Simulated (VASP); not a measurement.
# CsBr (Pm-3m) in VASP: further runs

CsBr is run at these levels: PBE, PBEsol; tasks: single point.

Everything below comes from runs of VASP 6.6.1. Logs are shortened: lines on timing, memory, paths and dates and some standing lists are left out, and cuts for length are marked.

## (1) The cell of the first run

It takes space group Pm-3m (No. 221, cubic). Conventional cell: a = 4.160 Å, b = 4.160 Å, c = 4.160 Å, α = 90.00°, β = 90.00°, γ = 90.00°. Within 4.7 Å of Cs (site symmetry m-3m) lie 8 Br at 3.60 Å and 6 Cs at 4.16 Å. Within 4.7 Å of Br (site symmetry m-3m) lie 8 Cs at 3.60 Å and 6 Br at 4.16 Å.

## (2) Single point, PBE (strained)

The input, INCAR:

```
SYSTEM = CsBr
  PREC = Accurate
  ENCUT = 500
  EDIFF = 1E-6
  ISMEAR = 0
  SIGMA = 0.02
  LREAL = .FALSE.
  LASPH = .TRUE.
  NELM = 120
  ALGO = Normal
  ISIF = 2
  LWAVE = .FALSE.
  LCHARG = .FALSE.
  GGA = PE
  NBANDS = 15
  GGA_COMPAT = .FALSE.
```

The input, KPOINTS:

```
Automatic mesh
0
G
  6 6 6
  0 0 0
```

The input, POSCAR:

```
CsBr
1.0
    4.1598630200      0.0000000000      0.0000000000
    0.0000000000      4.1598630200      0.0000000000
    0.0000000000      0.0000000000      4.1598630200
Cs Br
1 1
Direct
    0.0000000000      0.0000000000      0.0000000000
    0.5000000000      0.5000000000      0.5000000000
```

Potentials or basis: VASP PAW PBE potentials, release 64 (Cs_sv, Br).

Run with:

```
$ cat potpaw_PBE.64/Cs_sv/POTCAR potpaw_PBE.64/Br/POTCAR > POTCAR
$ mpirun -np 1 vasp_std > vasp.out
```

OUTCAR:

```text
SYSTEM = CsBr
   PREC = Accurate
   ENCUT = 500
   EDIFF = 1E-6
   ISMEAR = 0
   LREAL = .FALSE.
   LASPH = .TRUE.
   NELM = 120
   ISIF = 2
   GGA = PE

 ion  position               nearest neighbor table
   1  0.000  0.000  0.000-
   2  0.500  0.500  0.500-

  LATTYP: Found a simple cubic cell.
 ALAT       =     4.1598630200

  Lattice vectors:

 A1 = (   4.1598630200,   0.0000000000,   0.0000000000)
 A2 = (   0.0000000000,   4.1598630200,   0.0000000000)
 A3 = (   0.0000000000,   0.0000000000,   4.1598630200)

Analysis of symmetry for initial positions (statically):
=====================================================================
 Subroutine PRICEL returns:
 Original cell was already a primitive cell.

 Routine SETGRP: Setting up the symmetry group for a
 simple cubic supercell.

 Subroutine GETGRP returns: Found 48 space group operations
 (whereof 48 operations were pure point group operations)
 out of a pool of 48 trial point group operations.

The static configuration has the point symmetry O_h .

Analysis of symmetry for dynamics (positions and initial velocities):
=====================================================================
 Subroutine PRICEL returns:
 Original cell was already a primitive cell.

 Routine SETGRP: Setting up the symmetry group for a
 simple cubic supercell.

 Subroutine GETGRP returns: Found 48 space group operations
 (whereof 48 operations were pure point group operations)
 out of a pool of 48 trial point group operations.

The dynamic configuration has the point symmetry O_h .

 Subroutine INISYM returns: Found 48 space group operations
 (whereof 48 operations are pure point group operations),
 and found     1 'primitive' translations

----------------------------------------------------------------------------------------

                                     Primitive cell

  volume of cell :      71.9842

  direct lattice vectors                    reciprocal lattice vectors
     4.159863020  0.000000000  0.000000000     0.240392531  0.000000000  0.000000000
     0.000000000  4.159863020  0.000000000     0.000000000  0.240392531  0.000000000
     0.000000000  0.000000000  4.159863020     0.000000000  0.000000000  0.240392531

  length of vectors
     4.159863020  4.159863020  4.159863020     0.240392531  0.240392531  0.240392531

  position of ions in fractional coordinates (direct lattice)
     0.000000000  0.000000000  0.000000000
     0.500000000  0.500000000  0.500000000

  ion indices of the primitive-cell ions
   primitive index   ion index
                 1           1
                 2           2

----------------------------------------------------------------------------------------

 KPOINTS: Automatic mesh

Automatic generation of k-mesh.
 Grid dimensions read from file:
 generate k-points for:    6    6    6

 Generating k-lattice:

  Cartesian coordinates                     Fractional coordinates (reciprocal lattice)
     0.040065422  0.000000000  0.000000000     0.166666667  0.000000000  0.000000000
     0.000000000  0.040065422  0.000000000     0.000000000  0.166666667  0.000000000
     0.000000000  0.000000000  0.040065422     0.000000000  0.000000000  0.166666667

  Length of vectors
     0.040065422  0.040065422  0.040065422

  Shift w.r.t. Gamma in fractional coordinates (k-lattice)
     0.000000000  0.000000000  0.000000000

 Subroutine IBZKPT returns following result:
 ===========================================

 Found     20 irreducible k-points:

 Following reciprocal coordinates:
            Coordinates               Weight
  0.000000  0.000000  0.000000      1.000000
  0.166667  0.000000  0.000000      6.000000
  0.333333  0.000000  0.000000      6.000000
  0.500000  0.000000  0.000000      3.000000
  0.166667  0.166667  0.000000     12.000000
  0.333333  0.166667  0.000000     24.000000
[... 12 lines left out ...]
  0.500000  0.500000  0.333333      6.000000
  0.500000  0.500000  0.500000      1.000000
   k-points           NKPTS =     20   k-points in BZ     NKDIM =     20   number of bands    NBANDS=     15
   number of dos      NEDOS =    301   number of ions     NIONS =      2
   total plane-waves  NPLWV =  27000
   dimension x,y,z NGX =    30 NGY =   30 NGZ =   30
   dimension x,y,z NGXF=    60 NGYF=   60 NGZF=   60
   ions per type =               1   1
   NGX,Y,Z   is equivalent  to a cutoff of  11.99, 11.99, 11.99 a.u.
   NGXF,Y,Z  is equivalent  to a cutoff of  23.98, 23.98, 23.98 a.u.
 SYSTEM =  CsBr
   PREC   = accura    normal or accurate (medium, high low for compatibility)
   ISTART =      0    job   : 0-new  1-cont  2-samecut
   ICHARG =      2    charge: 1-file 2-atom 10-const
   ISPIN  =      1    spin polarized calculation?
   LNONCOLLINEAR =      F non collinear calculations
   LSORBIT =      F    spin-orbit coupling
   LASPH  =      T    aspherical Exc in radial PAW
   ENCUT  =  500.0 eV  36.75 Ry    6.06 a.u.   7.58  7.58  7.58*2*pi/ulx,y,z
   NELM   =    120;   NELMIN=  2; NELMDL= -5     # of ELM steps
   EDIFF  = 0.1E-05   stopping-criterion for ELM
   LREAL  =      F    real-space projection
   EDIFFG = 0.1E-04   stopping-criterion for IOM
   NSW    =      0    number of steps for IOM
   IBRION =     -1    ionic relax: 0-MD 1-quasi-New 2-CG
   NFREE  =      0    steps in history (QN), initial steepest desc. (CG)
   ISIF   =      2    stress and relaxation
   ISYM   =      2    0-nonsym 1-usesym 2-fastsym
   POTIM  = 0.5000    time-step for ionic-motion
   TEBEG  =    0.0;   TEEND  =   0.0 temperature during run
   PSTRESS=    0.0 pullay stress
   NELECT =      16.0000    total number of electrons
   NUPDOWN=      -1.0000    fix difference up-down
   EMIN   =  10.00;   EMAX   =-10.00  energy-range for DOS
   EFERMI =   0.00;   METHOD = LEGACY
   ISMEAR =     0;   SIGMA  =   0.02  broadening in eV -4-tet -1-fermi 0-gaus
   EFERMI_NEDOS =   21; number of points for ismear=-14 and -15
   IALGO  =     38    algorithm
   IMIX   =      4    mixing-type and parameters
     AMIX     =   0.40;   BMIX     =  1.00
     AMIX_MAG =   1.60;   BMIX_MAG =  1.00
  volume/ion in A,a.u.               =      35.99       242.89
  Fermi-wavevector in a.u.,A,eV,Ry     =   0.991674  1.873993 13.380217  0.983418
  Thomas-Fermi vector in A             =   2.123432
   LORBIT       =      0    0 simple, 1 ext, 2 COOP (PROOUT), +10 PAW based schemes
   GGA     = PE    functional components
   LHFCALC =     F    Hartree Fock is set to
   AEXX    =    0.0000 exact exchange contribution
   IVDW    =     0    specifies the selected vdW correction
   LEPSILON=     F    determine dielectric tensor
   LRPA    =     F    only Hartree local field effects (RPA)
 non-spin polarized calculation
 Gauss-broadening in eV      SIGMA  =   0.02
  energy-cutoff  :      500.00
  volume of cell :       71.98
 maximum number of plane-waves:      1856
   NGX = 15   NGY = 15   NGZ = 15

 number of electron      16.0000001 magnetization

 Free energy of the ion-electron system (eV)
  ---------------------------------------------------
  ext. energy  EPLUGINS =         0.00000000
  ---------------------------------------------------
  free energy    TOTEN  =        -5.91985254 eV

  energy without entropy =       -5.91985254  energy(sigma->0) =       -5.91985254

 E-fermi :   0.3063     XC(G=0):  -8.4807

 val. band max:        0.2060096899   @ k =   0.0000   0.0000   0.0000
 cond. band min:       4.9797976439   @ k =   0.0000   0.0000   0.0000
 fundamental gap:      4.7737879540
 Fermi energy:         0.3062504530

 k-point     1 :       0.0000    0.0000    0.0000
  band No.  band energies     occupation
      1     -19.4918      2.00000
      2     -12.3080      2.00000
      3      -6.0414      2.00000
      4      -6.0414      2.00000
      5      -6.0414      2.00000
      6       0.2060      2.00000
      7       0.2060      2.00000
      8       0.2060      2.00000
      9       4.9798      0.00000
     10       4.9798      0.00000
     11       5.0792      0.00000
     12       9.5837      0.00000
     13       9.5837      0.00000
     14       9.5837      0.00000
     15      12.6122      0.00000

 k-point     2 :       0.1667    0.0000    0.0000
  band No.  band energies     occupation
      1     -19.4720      2.00000
      2     -12.3188      2.00000
      3      -6.1665      2.00000
      4      -6.0050      2.00000
      5      -6.0050      2.00000
      6      -0.2768      2.00000
      7       0.1328      2.00000
      8       0.1328      2.00000
      9       5.1743      0.00000
     10       5.6765      0.00000
     11       5.8066      0.00000
     12       9.4364      0.00000
     13       9.4364      0.00000
     14       9.7445      0.00000
     15      11.0991      0.00000

 k-point     3 :       0.3333    0.0000    0.0000
  band No.  band energies     occupation
      1     -19.4318      2.00000
      2     -12.3437      2.00000
      3      -6.3844      2.00000
      4      -5.9294      2.00000
      5      -5.9294      2.00000
      6      -1.0284      2.00000
      7      -0.0192      2.00000
      8      -0.0192      2.00000
      9       5.6959      0.00000
     10       7.1625      0.00000
     11       7.3719      0.00000
     12       9.3326      0.00000
     13       9.3562      0.00000
     14       9.3562      0.00000
     15      10.1487      0.00000

 k-point     4 :       0.5000    0.0000    0.0000
  band No.  band energies     occupation
      1     -19.4114      2.00000
      2     -12.3580      2.00000
      3      -6.4790      2.00000
      4      -5.8903      2.00000
      5      -5.8903      2.00000
      6      -1.3442      2.00000
      7      -0.0979      2.00000
      8      -0.0979      2.00000
      9       6.1114      0.00000
     10       7.9385      0.00000
     11       8.4853      0.00000
     12       8.4901      0.00000
     13       9.4393      0.00000
     14       9.4393      0.00000
     15      10.4262      0.00000
[... 235 lines left out ...]
 k-point    18 :       0.5000    0.3333    0.3333
  band No.  band energies     occupation
      1     -19.3153      2.00000
      2     -12.1445      2.00000
      3      -6.6380      2.00000
      4      -6.4741      2.00000
      5      -6.3914      2.00000
      6      -0.9912      2.00000
      7      -0.9144      2.00000
      8      -0.6041      2.00000
      9       7.3838      0.00000
     10       7.5834      0.00000
     11       8.4142      0.00000
     12       8.7299      0.00000
     13       9.5668      0.00000
     14      10.4024      0.00000
     15      12.3473      0.00000

 k-point    19 :       0.5000    0.5000    0.3333
  band No.  band energies     occupation
      1     -19.2995      2.00000
      2     -12.1133      2.00000
      3      -6.6124      2.00000
      4      -6.6124      2.00000
      5      -6.3714      2.00000
      6      -1.0330      2.00000
      7      -1.0330      2.00000
      8      -0.9508      2.00000
      9       8.1021      0.00000
     10       8.1852      0.00000
     11       8.3247      0.00000
     12       8.3247      0.00000
     13      10.6495      0.00000
     14      10.6495      0.00000
     15      12.0736      0.00000

 k-point    20 :       0.5000    0.5000    0.5000
  band No.  band energies     occupation
      1     -19.2840      2.00000
      2     -12.0865      2.00000
      3      -6.5416      2.00000
      4      -6.5416      2.00000
      5      -6.5416      2.00000
      6      -1.2353      2.00000
      7      -1.2353      2.00000
      8      -1.2353      2.00000
      9       8.9514      0.00000
     10       8.9514      0.00000
     11       8.9514      0.00000
     12       9.8293      0.00000
     13       9.8293      0.00000
     14       9.8293      0.00000
     15      12.1348      0.00000

------------------------ aborting loop because EDIFF is reached ----------------------------------------

  FORCE on cell =-STRESS in cart. coord.  units (eV):
  Direction    XX          YY          ZZ          XY          YZ          ZX
  --------------------------------------------------------------------------------------
  -------------------------------------------------------------------------------------
  Total        1.3704052      1.3704052      1.3704052      0.0000000      0.0000000     -0.0000000
  in kB       30.5015902     30.5015902     30.5015902      0.0000000      0.0000000     -0.0000000
  external PRESSURE =      30.5015902 kB  Pullay stress =       0.0000000 kB

 VOLUME and BASIS-vectors are now :
 -----------------------------------------------------------------------------
  energy-cutoff  :      500.00
  volume of cell :       71.98
      direct lattice vectors                 reciprocal lattice vectors
     4.159863020  0.000000000  0.000000000     0.240392531  0.000000000  0.000000000
     0.000000000  4.159863020  0.000000000     0.000000000  0.240392531  0.000000000
     0.000000000  0.000000000  4.159863020     0.000000000  0.000000000  0.240392531

 POSITION                                       TOTAL-FORCE (eV/Angst)
 -----------------------------------------------------------------------------------
      0.00000      0.00000      0.00000         0.000000      0.000000      0.000000
      2.07993      2.07993      2.07993         0.000000      0.000000      0.000000
 -----------------------------------------------------------------------------------
    total drift:                                0.000000      0.000000     -0.000000

  FREE ENERGIE OF THE ION-ELECTRON SYSTEM (eV)
  ---------------------------------------------------
  free  energy   TOTEN  =        -5.9198525433 eV

  energy  without entropy=       -5.9198525433  energy(sigma->0) =       -5.91985254
```

Run time: 18 s. Hardware: 1 thread of AMD EPYC 7R43 (Zen 3), shared host; peak memory 0.14 GiB.

Results:

| Property | Result |
| --- | --- |
| Free energy | -5.9199 eV |
| Pressure | 3.1 GPa |
| Band gap on the k mesh | 4.77 eV |

Caveat: the cell differs from its parent crystal (strained); the cell stands under pressure; spin-orbit coupling is left out, which moves the levels of the heavy elements.

(Part 1 of 2 ends here.)
